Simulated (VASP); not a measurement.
# CaS (Oldhamite) (Fm-3m) in VASP: a series of runs

The runs below take CaS (Oldhamite) through single point, with LDA.

All numbers are computed with VASP 6.6.1; they aren't measurements. Logs are shortened: lines on timing, memory, paths and dates and some standing lists are left out, and cuts for length are marked.

## (1) The cell of the first run

It takes space group Fm-3m (No. 225, cubic). The conventional cell has a = 5.564 Å, b = 5.564 Å, c = 5.564 Å, α = 90.00°, β = 90.00°, γ = 90.00°. Ca (site symmetry m-3m) has 6 S at 2.78 Å within 3.7 Å. Within 3.7 Å of S (site symmetry m-3m) lie 6 Ca at 2.78 Å.

## (2) Single point, LDA

INCAR

```
SYSTEM = CaS
ALGO     = Normal         ! electronic algorithm
EDIFF    = 1E-6           ! SCF threshold, eV
ENCUT    = 500            ! plane-wave cutoff, eV
GGA      = CA             ! functional
GGA_COMPAT= .FALSE.      
ISIF     = 2              ! what is computed and relaxed
ISMEAR   = -1             ! smearing method
LASPH    = .TRUE.         ! aspherical terms in the spheres
LCHARG   = .FALSE.        ! write CHGCAR
LREAL    = .FALSE.        ! projectors in reciprocal space
LWAVE    = .FALSE.        ! write WAVECAR
NBANDS   = 15             ! bands
NELM     = 120            ! most SCF steps
PREC     = Accurate       ! precision mode
SIGMA    = 0.02           ! smearing width, eV
```

KPOINTS

```
k-points
0
G
  9 9 9
  0 0 0
```

POSCAR

```
CaS
1.0
    0.0000000000      2.7822229663      2.7822229663
    2.7822229663      0.0000000000      2.7822229663
    2.7822229663      2.7822229663      0.0000000000
Ca S
1 1
Direct
    0.0000000000      0.0000000000      0.0000000000
    0.5000000000      0.5000000000      0.5000000000
```

Potentials or basis: VASP PAW LDA potentials, release 64 (Ca_sv, S).

Started as:

```
cat potpaw_LDA.64/Ca_sv/POTCAR potpaw_LDA.64/S/POTCAR > POTCAR
mpirun -np 1 vasp_std > vasp.out
```

OUTCAR:

```text
SYSTEM = CaS
   EDIFF = 1E-6
   ENCUT = 500
   GGA = CA
   ISIF = 2
   ISMEAR = -1
   LASPH = .TRUE.
   LREAL = .FALSE.
   NELM = 120
   PREC = Accurate

 ion  position               nearest neighbor table
   1  0.000  0.000  0.000-   2 2.78   2 2.78   2 2.78   2 2.78   2 2.78   2 2.78
   2  0.500  0.500  0.500-   1 2.78   1 2.78   1 2.78   1 2.78   1 2.78   1 2.78

  LATTYP: Found a face centered cubic cell.
 ALAT       =     5.5644459326

  Lattice vectors:

 A1 = (   0.0000000000,   2.7822229663,   2.7822229663)
 A2 = (   2.7822229663,   0.0000000000,   2.7822229663)
 A3 = (   2.7822229663,   2.7822229663,   0.0000000000)

Analysis of symmetry for initial positions (statically):
=====================================================================
 Subroutine PRICEL returns:
 Original cell was already a primitive cell.

 Routine SETGRP: Setting up the symmetry group for a
 face centered cubic supercell.

 Subroutine GETGRP returns: Found 48 space group operations
 (whereof 48 operations were pure point group operations)
 out of a pool of 48 trial point group operations.

The static configuration has the point symmetry O_h .

Analysis of symmetry for dynamics (positions and initial velocities):
=====================================================================
 Subroutine PRICEL returns:
 Original cell was already a primitive cell.

 Routine SETGRP: Setting up the symmetry group for a
 face centered cubic supercell.

 Subroutine GETGRP returns: Found 48 space group operations
 (whereof 48 operations were pure point group operations)
 out of a pool of 48 trial point group operations.

The dynamic configuration has the point symmetry O_h .

 Subroutine INISYM returns: Found 48 space group operations
 (whereof 48 operations are pure point group operations),
 and found     1 'primitive' translations

----------------------------------------------------------------------------------------

                                     Primitive cell

  volume of cell :      43.0731

  direct lattice vectors                    reciprocal lattice vectors
     0.000000000  2.782222966  2.782222966    -0.179712412  0.179712412  0.179712412
     2.782222966  0.000000000  2.782222966     0.179712412 -0.179712412  0.179712412
     2.782222966  2.782222966  0.000000000     0.179712412  0.179712412 -0.179712412

  length of vectors
     3.934657452  3.934657452  3.934657452     0.311271028  0.311271028  0.311271028

  position of ions in fractional coordinates (direct lattice)
     0.000000000  0.000000000  0.000000000
     0.500000000  0.500000000  0.500000000

  ion indices of the primitive-cell ions
   primitive index   ion index
                 1           1
                 2           2

----------------------------------------------------------------------------------------

 KPOINTS: k-points

Automatic generation of k-mesh.
 Grid dimensions read from file:
 generate k-points for:    9    9    9

 Generating k-lattice:

  Cartesian coordinates                     Fractional coordinates (reciprocal lattice)
    -0.019968046  0.019968046  0.019968046     0.111111111  0.000000000  0.000000000
     0.019968046 -0.019968046  0.019968046     0.000000000  0.111111111  0.000000000
     0.019968046  0.019968046 -0.019968046     0.000000000  0.000000000  0.111111111

  Length of vectors
     0.034585670  0.034585670  0.034585670

  Shift w.r.t. Gamma in fractional coordinates (k-lattice)
     0.000000000  0.000000000  0.000000000

 Subroutine IBZKPT returns following result:
 ===========================================

 Found     35 irreducible k-points:

 Following reciprocal coordinates:
            Coordinates               Weight
  0.000000  0.000000  0.000000      1.000000
  0.111111  0.000000  0.000000      8.000000
  0.222222  0.000000  0.000000      8.000000
  0.333333  0.000000  0.000000      8.000000
  0.444444  0.000000  0.000000      8.000000
  0.111111  0.111111  0.000000      6.000000
[... 16 lines left out ...]
 -0.333333  0.333333  0.000000     12.000000
  0.444444  0.444444  0.000000      6.000000
 [... further k-points ...]
   k-points           NKPTS =     35   k-points in BZ     NKDIM =     35   number of bands    NBANDS=     15
   number of dos      NEDOS =    301   number of ions     NIONS =      2
   total plane-waves  NPLWV =  27000
   dimension x,y,z NGX =    30 NGY =   30 NGZ =   30
   dimension x,y,z NGXF=    60 NGYF=   60 NGZF=   60
   ions per type =               1   1
   NGX,Y,Z   is equivalent  to a cutoff of  12.68, 12.68, 12.68 a.u.
   NGXF,Y,Z  is equivalent  to a cutoff of  25.35, 25.35, 25.35 a.u.
 SYSTEM =  CaS
   PREC   = accura    normal or accurate (medium, high low for compatibility)
   ISTART =      0    job   : 0-new  1-cont  2-samecut
   ICHARG =      2    charge: 1-file 2-atom 10-const
   ISPIN  =      1    spin polarized calculation?
   LNONCOLLINEAR =      F non collinear calculations
   LSORBIT =      F    spin-orbit coupling
   LASPH  =      T    aspherical Exc in radial PAW
   ENCUT  =  500.0 eV  36.75 Ry    6.06 a.u.   7.17  7.17  7.17*2*pi/ulx,y,z
   NELM   =    120;   NELMIN=  2; NELMDL= -5     # of ELM steps
   EDIFF  = 0.1E-05   stopping-criterion for ELM
   LREAL  =      F    real-space projection
   EDIFFG = 0.1E-04   stopping-criterion for IOM
   NSW    =      0    number of steps for IOM
   IBRION =     -1    ionic relax: 0-MD 1-quasi-New 2-CG
   NFREE  =      0    steps in history (QN), initial steepest desc. (CG)
   ISIF   =      2    stress and relaxation
   ISYM   =      2    0-nonsym 1-usesym 2-fastsym
   POTIM  = 0.5000    time-step for ionic-motion
   TEBEG  =    0.0;   TEEND  =   0.0 temperature during run
   PSTRESS=    0.0 pullay stress
   NELECT =      16.0000    total number of electrons
   NUPDOWN=      -1.0000    fix difference up-down
   EMIN   =  10.00;   EMAX   =-10.00  energy-range for DOS
   EFERMI =   0.00;   METHOD = LEGACY
   ISMEAR =    -1;   SIGMA  =   0.02  broadening in eV -4-tet -1-fermi 0-gaus
   EFERMI_NEDOS =   21; number of points for ismear=-14 and -15
   IALGO  =     38    algorithm
   IMIX   =      4    mixing-type and parameters
     AMIX     =   0.40;   BMIX     =  1.00
     AMIX_MAG =   1.60;   BMIX_MAG =  1.00
  volume/ion in A,a.u.               =      21.54       145.34
  Fermi-wavevector in a.u.,A,eV,Ry     =   1.176828  2.223882 18.843028  1.384924
  Thomas-Fermi vector in A             =   2.313185
   LORBIT       =      0    0 simple, 1 ext, 2 COOP (PROOUT), +10 PAW based schemes
   GGA     = CA    functional components
   LHFCALC =     F    Hartree Fock is set to
   AEXX    =    0.0000 exact exchange contribution
   IVDW    =     0    specifies the selected vdW correction
   LEPSILON=     F    determine dielectric tensor
   LRPA    =     F    only Hartree local field effects (RPA)
 non-spin polarized calculation
  energy-cutoff  :      500.00
  volume of cell :       43.07
 maximum number of plane-waves:      1113
 NGX is ok and might be reduce to    30
   NGX = 15   NGY = 15   NGZ = 15

 number of electron      15.9999997 magnetization

 Free energy of the ion-electron system (eV)
  ---------------------------------------------------
  ext. energy  EPLUGINS =         0.00000000
  ---------------------------------------------------
  free energy    TOTEN  =       -11.43339423 eV

  energy without entropy =      -11.43339423  energy(sigma->0) =      -11.43339423

 E-fermi :   3.4684     XC(G=0):  -9.9976

 val. band max:        3.0809261092   @ k =   0.0000   0.0000   0.0000
 cond. band min:       5.0865244577   @ k =   0.4444   0.4444   0.0000
 fundamental gap:      2.0055983485
 Fermi energy:         3.4684184415

 k-point     1 :       0.0000    0.0000    0.0000
  band No.  band energies     occupation
      1     -35.4338      2.00000
      2     -16.7204      2.00000
      3     -16.7204      2.00000
      4     -16.7204      2.00000
      5      -8.4525      2.00000
      6       3.0809      2.00000
      7       3.0809      2.00000
      8       3.0809      2.00000
      9       7.0143      0.00000
     10       7.0143      0.00000
     11       7.0143      0.00000
     12       7.4148      0.00000
     13       7.7199      0.00000
     14       7.7199      0.00000
     15      13.8669      0.00000

 k-point     2 :       0.1111    0.0000    0.0000
  band No.  band energies     occupation
      1     -35.4317      2.00000
      2     -16.7504      2.00000
      3     -16.7226      2.00000
      4     -16.7226      2.00000
      5      -8.3469      2.00000
      6       2.4775      2.00000
      7       2.8592      2.00000
      8       2.8592      2.00000
      9       7.0536      0.00000
     10       7.2188      0.00000
     11       7.2188      0.00000
     12       8.0511      0.00000
     13       8.0961      0.00000
     14       8.0961      0.00000
     15      14.1283      0.00000

 k-point     3 :       0.2222    0.0000    0.0000
  band No.  band energies     occupation
      1     -35.4264      2.00000
      2     -16.8243      2.00000
      3     -16.7280      2.00000
      4     -16.7280      2.00000
      5      -8.0682      2.00000
      6       1.3407      2.00000
      7       2.4028      2.00000
      8       2.4028      2.00000
      9       7.1528      0.00000
     10       7.7418      0.00000
     11       7.7418      0.00000
     12       9.0546      0.00000
     13       9.0546      0.00000
     14       9.3181      0.00000
     15      13.8688      0.00000
[... 343 lines left out ...]
 k-point    23 :      -0.3333    0.3333    0.0000
  band No.  band energies     occupation
      1     -35.4115      2.00000
      2     -16.8741      2.00000
      3     -16.8452      2.00000
      4     -16.7603      2.00000
      5      -7.5439      2.00000
      6       0.5843      2.00000
      7       1.0481      2.00000
      8       1.8262      2.00000
      9       7.3435      0.00000
     10       9.0471      0.00000
     11       9.2401      0.00000
     12       9.3916      0.00000
     13      10.5048      0.00000
     14      11.3433      0.00000
     15      12.9882      0.00000

 k-point    24 :       0.4444    0.4444    0.0000
  band No.  band energies     occupation
      1     -35.4109      2.00000
      2     -16.8930      2.00000
      3     -16.7874      2.00000
      4     -16.7874      2.00000
      5      -7.7391      2.00000
      6       0.5983      2.00000
      7       2.2238      2.00000
      8       2.2238      2.00000
      9       5.0865      0.00000
     10       8.6354      0.00000
     11       9.2444      0.00000
     12       9.9578      0.00000
     13       9.9578      0.00000
     14      10.1445      0.00000
     15      13.7180      0.00000

 [... further k-points ...]

------------------------ aborting loop because EDIFF is reached ----------------------------------------

  FORCE on cell =-STRESS in cart. coord.  units (eV):
  Direction    XX          YY          ZZ          XY          YZ          ZX
  --------------------------------------------------------------------------------------
  -------------------------------------------------------------------------------------
  Total        0.0647020      0.0647020      0.0647020     -0.0000000      0.0000000      0.0000000
  in kB        2.4067037      2.4067037      2.4067037     -0.0000000      0.0000000      0.0000000
  external PRESSURE =       2.4067037 kB  Pullay stress =       0.0000000 kB

 VOLUME and BASIS-vectors are now :
 -----------------------------------------------------------------------------
  energy-cutoff  :      500.00
  volume of cell :       43.07
      direct lattice vectors                 reciprocal lattice vectors
     0.000000000  2.782222966  2.782222966    -0.179712412  0.179712412  0.179712412
     2.782222966  0.000000000  2.782222966     0.179712412 -0.179712412  0.179712412
     2.782222966  2.782222966  0.000000000     0.179712412  0.179712412 -0.179712412

 POSITION                                       TOTAL-FORCE (eV/Angst)
 -----------------------------------------------------------------------------------
      0.00000      0.00000      0.00000        -0.000000     -0.000000     -0.000000
      2.78222      2.78222      2.78222         0.000000      0.000000      0.000000
 -----------------------------------------------------------------------------------
    total drift:                               -0.000000      0.000000      0.000000

  FREE ENERGIE OF THE ION-ELECTRON SYSTEM (eV)
  ---------------------------------------------------
  free  energy   TOTEN  =       -11.4333942322 eV

  energy  without entropy=      -11.4333942321  energy(sigma->0) =      -11.43339423
```

It used 51 s of CPU time on 1 thread of AMD EPYC 7R13 Processor (Zen 3), on a shared host.

Results:

```yaml
Free_energy: -11.4334 eV
Pressure: 0.2 GPa
Band_gap_on_the_k_mesh: 2.01 eV, indirect (least direct gap 2.86 eV)
```

## (3) Single point, LDA

INCAR

```
ALGO     = Normal         # electronic algorithm
EDIFF    = 1E-6           # SCF threshold, eV
ENCUT    = 500            # plane-wave cutoff, eV
GGA_COMPAT= F            
ISIF     = 2              # what is computed and relaxed
ISMEAR   = -1             # smearing method
LASPH    = T              # aspherical terms in the spheres
LCHARG   = F              # write CHGCAR
LREAL    = F              # projectors in reciprocal space
LWAVE    = F              # write WAVECAR
NBANDS   = 15             # bands
NELM     = 120            # most SCF steps
PREC     = Accurate       # precision mode
SIGMA    = 0.02           # smearing width, eV
```

KPOINTS

```
k-points
0
Gamma
  9 9 9
```

POSCAR is that of step 2.

Potentials or basis: VASP PAW LDA potentials, release 64 (Ca_sv, S).

Started as:

```
cat potpaw_LDA.64/Ca_sv/POTCAR potpaw_LDA.64/S/POTCAR > POTCAR
mpirun -np 1 vasp_std > vasp.out
```

OUTCAR:

```text
EDIFF = 1E-6
   ENCUT = 500
   ISIF = 2
   ISMEAR = -1
   LASPH = T
   LREAL = F
   NELM = 120
   PREC = Accurate

 ion  position               nearest neighbor table
   1  0.000  0.000  0.000-   2 2.78   2 2.78   2 2.78   2 2.78   2 2.78   2 2.78
   2  0.500  0.500  0.500-   1 2.78   1 2.78   1 2.78   1 2.78   1 2.78   1 2.78

  LATTYP: Found a face centered cubic cell.
 ALAT       =     5.5644459326

  Lattice vectors:

[... 618 lines left out ...]

------------------------ aborting loop because EDIFF is reached ----------------------------------------

  FORCE on cell =-STRESS in cart. coord.  units (eV):
  Direction    XX          YY          ZZ          XY          YZ          ZX
  --------------------------------------------------------------------------------------
  -------------------------------------------------------------------------------------
  Total        0.0647020      0.0647020      0.0647020     -0.0000000      0.0000000      0.0000000
  in kB        2.4067037      2.4067037      2.4067037     -0.0000000      0.0000000      0.0000000
  external PRESSURE =       2.4067037 kB  Pullay stress =       0.0000000 kB

 VOLUME and BASIS-vectors are now :
 -----------------------------------------------------------------------------
  energy-cutoff  :      500.00
  volume of cell :       43.07
      direct lattice vectors                 reciprocal lattice vectors
     0.000000000  2.782222966  2.782222966    -0.179712412  0.179712412  0.179712412
     2.782222966  0.000000000  2.782222966     0.179712412 -0.179712412  0.179712412
     2.782222966  2.782222966  0.000000000     0.179712412  0.179712412 -0.179712412

 POSITION                                       TOTAL-FORCE (eV/Angst)
 -----------------------------------------------------------------------------------
      0.00000      0.00000      0.00000        -0.000000     -0.000000     -0.000000
      2.78222      2.78222      2.78222         0.000000      0.000000      0.000000
 -----------------------------------------------------------------------------------
    total drift:                               -0.000000      0.000000      0.000000

  FREE ENERGIE OF THE ION-ELECTRON SYSTEM (eV)
  ---------------------------------------------------
  free  energy   TOTEN  =       -11.4333942322 eV

  energy  without entropy=      -11.4333942321  energy(sigma->0) =      -11.43339423
```

It used 42 s of CPU time on 1 thread of AMD EPYC 7R13 Processor (Zen 3), on a shared host.

What came out:

| Item | Value |
| --- | --- |
| Free energy | -11.4334 eV |
| Pressure | 0.2 GPa |
| Band gap on the k mesh | 2.01 eV, indirect (least direct gap 2.86 eV) |

Levels at points of the mesh, in eV from the valence-band top:
| k point | band 4 | band 5 | band 6 | band 7 | band 8 | band 9 | band 10 | band 11 | band 12 | band 13 |
| --- | --- | --- | --- | --- | --- | --- | --- | --- | --- | --- |
| (0.00, 0.00, 0.00) | -19.80 | -11.53 | 0.00 | 0.00 | 0.00 | 3.93 | 3.93 | 3.93 | 4.33 | 4.64 |
